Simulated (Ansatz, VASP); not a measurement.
# Two plane-wave programs on Zn3O4

```xyz
7
Lattice="5.4035 0.0000 0.0000 -2.7017 4.6796 0.0000 0.0000 0.0000 3.2360" Properties=species:S:1:pos:R:3 pbc="T T T"
Zn   -1.3509    2.3398    0.0000
Zn    2.7017    0.0000    0.0000
Zn    1.3509    2.3398    0.0000
O     0.0000    0.0000    0.6757
O     0.0000    0.0000    2.5603
O     0.0000    3.1197    1.6180
O     2.7017    1.5599    1.6180
```

Change from the starting cell: species swapped into the Zr4Al3 type (P6/mmm, No. 191).

Alike in both runs: functional PBE; k mesh 6 × 6 × 6; occupations gaussian, width 0.1 eV; no spin polarisation.

Ansatz relaxed the structure, and its values are those at the end. VASP's run is a single point on that final structure, the one shown.

|  | VASP | Ansatz |
| --- | --- | --- |
| version | VASP 6.6.1 | Ansatz 0.2.0 |
| potentials or method | VASP PAW PBE potentials, release 64 (Zn, O), cutoff 520 eV | scalar-relativistic, plane waves, PAW |
| valence electrons in the cell | 60 | 60 |

VASP gave:

| Property | Result |
| --- | --- |
| gap on the k mesh at the Fermi level (eV) | none |
| pressure (GPa) | 0.4 |
| rms of the force components (eV/Å) | 0.136 |

**Question.** Which values does Ansatz return?

**Answer.** gap on the k mesh at the Fermi level (eV): none; pressure (GPa): -0.1; rms of the force components (eV/Å): 0.000.

A gap of «none» marks a metal or a gap that the smearing closes. One of these differences is far larger than is usual between the two programs; its cause wasn't traced.
